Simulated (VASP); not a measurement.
Set up this calculation in VASP 6.6.1, as the native input.

```
Task                   : single point
Functional             : r2SCAN
Potentials or basis    : VASP PAW PBE potentials, release 64 (Si, O)
Cutoff                 : 520 eV
k mesh                 : 6 × 6 × 4
Occupations            : gaussian, width 0.02 eV
Spin                   : no spin polarisation
Dipole correction      : no
Further INCAR settings : ALGO = Normal; EDIFF = 1e-06; NBANDS = 34
```

SiO2:

```xyz
9
Lattice="5.1103 0.0000 0.0000 -2.5551 4.4256 0.0000 0.0000 0.0000 5.4735" Properties=species:S:1:pos:R:3 pbc="T T T"
Si   -1.2776    2.2128    1.8245
Si    1.2776    2.2128    3.6490
Si    2.5551    0.0000    0.0000
O     0.9522    3.5002    4.5612
O     2.5551    2.5747    2.7367
O     3.5074    0.9254    0.9122
O     1.6029    0.9254    4.5612
O     0.0000    1.8509    2.7367
O    -0.9522    3.5002    0.9122
```

This cell differs from its parent crystal: biaxial strain in the a-b plane: +1.0 %, then relaxed in part.

These files were run (other wordings do the same):

POSCAR

```
SiO2
1.0
    5.1102746208      0.0000000000      0.0000000000
   -2.5551373104      4.4256276419      0.0000000000
    0.0000000000      0.0000000000      5.4734991962
Si O
3 6
Direct
    0.0000000000      0.5000000000      0.3333333333
    0.5000000000      0.5000000000      0.6666666667
    0.5000000000      0.0000000000      0.0000000000
    0.5817775299      0.7908887649      0.8333333333
    0.7908887649      0.5817775299      0.5000000000
    0.7908887649      0.2091112351      0.1666666667
    0.4182224701      0.2091112351      0.8333333333
    0.2091112351      0.4182224701      0.5000000000
    0.2091112351      0.7908887649      0.1666666667
```

INCAR.step1

```
SYSTEM = SiO2
PREC = Accurate ; ENCUT = 520
ISMEAR = 0 ; SIGMA = 0.02
LREAL = .False. ; LASPH = .True.
NELM = 100 ; NBANDS = 34
GGA = PE ; ALGO = Normal
EDIFF = 1E-4 ; LWAVE = .True.
LCHARG = .False.
```

INCAR.step2

```
SYSTEM = SiO2
PREC = Accurate ; ENCUT = 520
EDIFF = 1E-6 ; ISMEAR = 0
SIGMA = 0.02 ; LREAL = .False.
LASPH = .True. ; NELM = 100
ALGO = Normal ; ISIF = 2
LWAVE = .False. ; LCHARG = .False.
METAGGA = R2SCAN ; LMIXTAU = .True.
NBANDS = 34 ; ISTART = 1
```

KPOINTS

```
Automatic mesh
0
Gamma
  6 6 4
  0 0 0
```

Potentials or basis: VASP PAW PBE potentials, release 64 (Si, O).

The run is started by

```console
$ cat potpaw_PBE.64/Si/POTCAR potpaw_PBE.64/O/POTCAR > POTCAR
$ cp INCAR.step1 INCAR
$ mpirun -np 1 vasp_std > vasp.out
$ cp INCAR.step2 INCAR
$ mpirun -np 1 vasp_std > vasp.out
```

Results of the run:

| Property | Result |
| --- | --- |
| Pressure | -0.8 GPa |
| Largest force | 0.011 eV/Å |
| Band gap on the k mesh | 6.27 eV (least direct gap 6.52 eV) |

Caveat: the cell differs from its parent crystal (biaxial strain in the a-b plane: +1.0 %, then relaxed in part); the PAW data sets were made with another functional, which shifts forces and pressure a little.

Run time: 3.8 min on 1 thread of Intel(R) Xeon(R) 6975P-C (Granite Rapids), with other jobs on the host, peak memory 0.29 GiB.
